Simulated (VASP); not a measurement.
# TiO2 (I4_1/amd) in VASP: dielectric tensor with PBE

Aim: the dielectric tensor of TiO2 with PBE.

Program: VASP 6.6.1. These are calculated values, not measurements. Logs are shortened: lines on timing, memory, paths and dates and some standing lists are left out, and cuts for length are marked.

### Step 1. The cell of the first run

Symmetry: I4_1/amd, No. 141, tetragonal system. Conventional cell: a = 3.784 Å, b = 3.784 Å, c = 9.515 Å, α = 90.00°, β = 90.00°, γ = 90.00°. Within 2.6 Å of Ti (site symmetry -4m2) lie 6 O at 1.93 to 1.98 Å. O (site symmetry 2mm) has 3 Ti at 1.93 to 1.98 Å and 2 O at 2.47 Å within 2.6 Å.

### Step 2. Dielectric tensor, PBE

INCAR reads:

```
SYSTEM = TiO2
PREC = Accurate
ENCUT = 520
EDIFF = 1E-8
ISMEAR = 0
SIGMA = 0.01
LREAL = .False.
LASPH = .True.
NELM = 120
ALGO = Normal
ISIF = 2
LWAVE = .False.
LCHARG = .False.
GGA = PE
LEPSILON = .True.
GGA_COMPAT = .False.
```

KPOINTS reads:

```
Automatic mesh
0
Gamma
  8 8 8
  0 0 0
```

POSCAR reads:

```
TiO2
1.0
   -1.8921000000      1.8921000000      4.7573000000
    1.8921000000     -1.8921000000      4.7573000000
    1.8921000000      1.8921000000     -4.7573000000
Ti O
2 4
Direct
    0.0000000000      1.0000000000      0.0000000000
    0.7500000000      0.2500000000      0.5000000000
    0.2081000000      0.2081000000      0.0000000000
    0.7919000000      0.7919000000      0.0000000000
   -0.0419000000      0.4581000000      0.5000000000
    0.5419000000      1.0419000000      0.5000000000
```

Potentials or basis: VASP PAW PBE potentials, release 64 (Ti_sv, O).

Run with:

```sh
$ cat potpaw_PBE.64/Ti_sv/POTCAR potpaw_PBE.64/O/POTCAR > POTCAR
$ mpirun -np 1 vasp_std > vasp.out
```

OUTCAR:

```text
SYSTEM = TiO2
   PREC = Accurate
   ENCUT = 520
   EDIFF = 1E-8
   ISMEAR = 0
   LREAL = .False.
   LASPH = .True.
   NELM = 120
   ISIF = 2
   GGA = PE
   LEPSILON = .True.

 ion  position               nearest neighbor table
   1  0.000  0.000  0.000-   6 1.93   5 1.93   6 1.93   5 1.93   4 1.98   3 1.98
   2  0.750  0.250  0.500-   4 1.93   3 1.93   4 1.93   3 1.93   5 1.98   6 1.98
   3  0.208  0.208  0.000-   2 1.93   2 1.93   1 1.98
   4  0.792  0.792  0.000-   2 1.93   2 1.93   1 1.98
   5  0.958  0.458  0.500-   1 1.93   1 1.93   2 1.98
   6  0.542  0.042  0.500-   1 1.93   1 1.93   2 1.98

  LATTYP: Found a body centered tetragonal cell.
 ALAT       =     3.7842000000
 C/A-ratio  =     2.5142962846

  Lattice vectors:

 A1 = (  -1.8921000000,   1.8921000000,   4.7573000000)
 A2 = (   1.8921000000,  -1.8921000000,   4.7573000000)
 A3 = (   1.8921000000,   1.8921000000,  -4.7573000000)

Analysis of symmetry for initial positions (statically):
=====================================================================
 Subroutine PRICEL returns:
 Original cell was already a primitive cell.

 Routine SETGRP: Setting up the symmetry group for a
 body centered tetragonal supercell.

 Subroutine GETGRP returns: Found 16 space group operations
 (whereof  8 operations were pure point group operations)
 out of a pool of 16 trial point group operations.

The static configuration has the point symmetry D_2d.
 The point group associated with its full space group is D_4h.

Analysis of symmetry for dynamics (positions and initial velocities):
=====================================================================
 Subroutine PRICEL returns:
 Original cell was already a primitive cell.

 Routine SETGRP: Setting up the symmetry group for a
 body centered tetragonal supercell.

 Subroutine GETGRP returns: Found 16 space group operations
 (whereof  8 operations were pure point group operations)
 out of a pool of 16 trial point group operations.

The dynamic configuration has the point symmetry D_2d.
 The point group associated with its full space group is D_4h.

 Subroutine INISYM returns: Found 16 space group operations
 (whereof  8 operations are pure point group operations),
 and found     1 'primitive' translations

----------------------------------------------------------------------------------------

                                     Primitive cell

  volume of cell :      68.1253

  direct lattice vectors                    reciprocal lattice vectors
    -1.892100000  1.892100000  4.757300000     0.000000000  0.264256646  0.105101633
     1.892100000 -1.892100000  4.757300000     0.264256646  0.000000000  0.105101633
     1.892100000  1.892100000 -4.757300000     0.264256646  0.264256646  0.000000000

  length of vectors
     5.458203744  5.458203744  5.458203744     0.284390450  0.284390450  0.373715333

  position of ions in fractional coordinates (direct lattice)
     0.000000000  0.000000000  0.000000000
     0.750000000  0.250000000  0.500000000
     0.208100000  0.208100000  0.000000000
     0.791900000  0.791900000  0.000000000
     0.958100000  0.458100000  0.500000000
     0.541900000  0.041900000  0.500000000

  ion indices of the primitive-cell ions
   primitive index   ion index
                 1           1
                 2           2
                 3           3
                 4           4
                 5           5
                 6           6

----------------------------------------------------------------------------------------

 KPOINTS: Automatic mesh

[... 101 lines left out ...]
  volume of cell :       68.13
 maximum number of plane-waves:      1850
 NGX is ok and might be reduce to    42
   NGX = 21   NGY = 21   NGZ = 21

--------------------------------------- Ionic step        1  -------------------------------------------

 number of electron      47.9999989 magnetization

 E-fermi :   3.4303     XC(G=0): -10.7368

 val. band max:        3.3642171581   @ k =  -0.3750   0.3750   0.0000
 cond. band min:       5.5049109972   @ k =   0.0000   0.0000   0.0000
 fundamental gap:      2.1406938391
 Fermi energy:         3.4303351879

 k-point     1 :       0.0000    0.0000    0.0000
  band No.  band energies     occupation
      1     -52.9927      2.00000
      2     -52.9321      2.00000
      3     -29.4598      2.00000
      4     -29.2183      2.00000
      5     -29.2183      2.00000
      6     -29.1464      2.00000
[... 733 lines left out ...]
     27       7.0681      0.00000
     28       7.0984      0.00000

 [... further k-points ...]

  FORCE on cell =-STRESS in cart. coord.  units (eV):
  Direction    XX          YY          ZZ          XY          YZ          ZX
  --------------------------------------------------------------------------------------
  -------------------------------------------------------------------------------------
  Total        2.3026169      2.3026169      2.8894813      0.0000000      0.0000000      0.0000000
  in kB       54.1531297     54.1531297     67.9550556      0.0000000      0.0000000      0.0000000
  external PRESSURE =      58.7537717 kB  Pullay stress =       0.0000000 kB

 VOLUME and BASIS-vectors are now :
 -----------------------------------------------------------------------------
  energy-cutoff  :      520.00
  volume of cell :       68.13
      direct lattice vectors                 reciprocal lattice vectors
    -1.892100000  1.892100000  4.757300000     0.000000000  0.264256646  0.105101633
     1.892100000 -1.892100000  4.757300000     0.264256646  0.000000000  0.105101633
     1.892100000  1.892100000 -4.757300000     0.264256646  0.264256646  0.000000000

 POSITION                                       TOTAL-FORCE (eV/Angst)
 -----------------------------------------------------------------------------------
      0.00000      0.00000      0.00000         0.000000      0.000000      0.000000
      0.00000      1.89210      2.37865         0.000000      0.000000     -0.000000
      0.00000      0.00000      1.97999        -0.000000      0.000000      0.124587
      0.00000      0.00000      7.53461        -0.000000      0.000000     -0.124587
      0.00000      1.89210      4.35864         0.000000     -0.000000      0.124587
      0.00000      1.89210      0.39866         0.000000     -0.000000     -0.124587
 -----------------------------------------------------------------------------------
    total drift:                                0.000000      0.000000      0.000000

  FREE ENERGIE OF THE ION-ELECTRON SYSTEM (eV)
  ---------------------------------------------------
  free  energy   TOTEN  =       -53.8257524472 eV

  energy  without entropy=      -53.8257524472  energy(sigma->0) =      -53.82575245

 HEAD OF MICROSCOPIC STATIC DIELECTRIC TENSOR (INDEPENDENT PARTICLE, excluding Hartree and local field effects)
 ------------------------------------------------------
           6.972469     0.000000     0.000000
           0.000000     6.972469     0.000000
           0.000000    -0.000000     6.604220
 ------------------------------------------------------

 Free energy of the ion-electron system (eV)
  ---------------------------------------------------
  ---------------------------------------------------
  free energy    TOTEN  =        -1.16030184 eV

  energy without entropy =       -1.16030184

------------------------ aborting loop because EDIFF is reached ----------------------------------------

--------------------------------------- Ionic step        2  -------------------------------------------

------------------------ aborting loop because EDIFF is reached ----------------------------------------

--------------------------------------- Ionic step        3  -------------------------------------------

 Free energy of the ion-electron system (eV)
  ---------------------------------------------------
  ---------------------------------------------------
  free energy    TOTEN  =        -1.05497392 eV

  energy without entropy =       -1.05497392

------------------------ aborting loop because EDIFF is reached ----------------------------------------

 PIEZOELECTRIC TENSOR FIELD DIRECTION 3  (e Angst)
 -----------------------------------------------------------------------------
    -0.00117  0.00000  0.00000           ( -0.00001  0.00000  0.00000)
     0.00000 -0.00117  0.00000           (  0.00000 -0.00001  0.00000)
     0.00000  0.00000  0.00111           (  0.00000  0.00000 -0.00001)

 PIEZOELECTRIC TENSOR FIELD DIRECTION 3  (C/m^2)
 -----------------------------------------------------------------------------
    -0.00028  0.00000  0.00000
     0.00000 -0.00028  0.00000
     0.00000  0.00000  0.00026

 MACROSCOPIC STATIC DIELECTRIC TENSOR (including local field effects in DFT)
 ------------------------------------------------------
           6.841610     0.000000     0.000000
           0.000000     6.841610    -0.000000
           0.000000     0.000000     6.285644
 ------------------------------------------------------

 PIEZOELECTRIC TENSOR (including local field effects)  for field in x, y, z        (e  Angst)
          XX          YY          ZZ          XY          YZ          ZX
  --------------------------------------------------------------------------------
  x     0.00000     0.00000     0.00000     0.00000     0.00000     0.00000
  y     0.00000     0.00000    -0.00000     0.00000     0.00000     0.00000
  z     0.00000     0.00000     0.00000     0.00000     0.00000     0.00000

 PIEZOELECTRIC TENSOR (including local field effects)  for field in x, y, z        (C/m^2)
          XX          YY          ZZ          XY          YZ          ZX
  --------------------------------------------------------------------------------
  x     0.00000     0.00000     0.00000     0.00000     0.00000     0.00000
  y     0.00000     0.00000    -0.00000     0.00000     0.00000     0.00000
  z     0.00000     0.00000     0.00000     0.00000     0.00000     0.00000

 BORN EFFECTIVE CHARGES (including local field effects) (in |e|, cummulative output)
 ---------------------------------------------------------------------------------
 ion    1
    1     6.57654     0.00000     0.00000
    2    -0.00000     6.57654     0.00000
    3     0.00000     0.00000     5.78079
 ion    2
    1     6.57654     0.00000     0.00000
    2    -0.00000     6.57654    -0.00000
    3     0.00000     0.00000     5.78079
 ion    3
    1    -1.12606     0.00000     0.00000
    2     0.00000    -5.45048    -0.00000
    3     0.00000     0.00000    -2.89039
 ion    4
    1    -5.45048    -0.00000     0.00000
    2     0.00000    -1.12606    -0.00000
    3     0.00000     0.00000    -2.89039
 ion    5
    1    -5.45048     0.00000     0.00000
    2     0.00000    -1.12606     0.00000
    3     0.00000     0.00000    -2.89039
 ion    6
    1    -1.12606     0.00000     0.00000
    2     0.00000    -5.45048     0.00000
    3     0.00000     0.00000    -2.89039
```

It took 41 min on 1 thread of Intel Xeon 6975P-C (Granite Rapids), shared host; peak memory 0.62 GiB.

Results:

| Quantity | Value |
| --- | --- |
| Band gap on the k mesh | 2.14 eV (least direct gap 2.44 eV) |
| Electronic dielectric tensor (diagonal) | 6.84, 6.84, 6.29 |
| Born charges (mean of the diagonal) | Ti +6.31; O -3.16 e |

Electronic dielectric tensor:
```
6.84 0.00 0.00
0.00 6.84 0.00
0.00 0.00 6.29
```

Born effective charge tensors (e):
atom 1, Ti
```
6.58 0.00 0.00
0.00 6.58 0.00
0.00 0.00 5.78
```
atom 2, Ti
```
6.58 0.00 0.00
0.00 6.58 0.00
0.00 0.00 5.78
```
atom 3, O
```
-1.13  0.00  0.00
 0.00 -5.45  0.00
 0.00  0.00 -2.89
```
atom 4, O
```
-5.45  0.00  0.00
 0.00 -1.13  0.00
 0.00  0.00 -2.89
```
atom 5, O
```
-5.45  0.00  0.00
 0.00 -1.13  0.00
 0.00  0.00 -2.89
```
atom 6, O
```
-1.13  0.00  0.00
 0.00 -5.45  0.00
 0.00  0.00 -2.89
```

A k mesh can miss the band edges. PBE gaps usually lie below the measured ones, often by a third to a half.
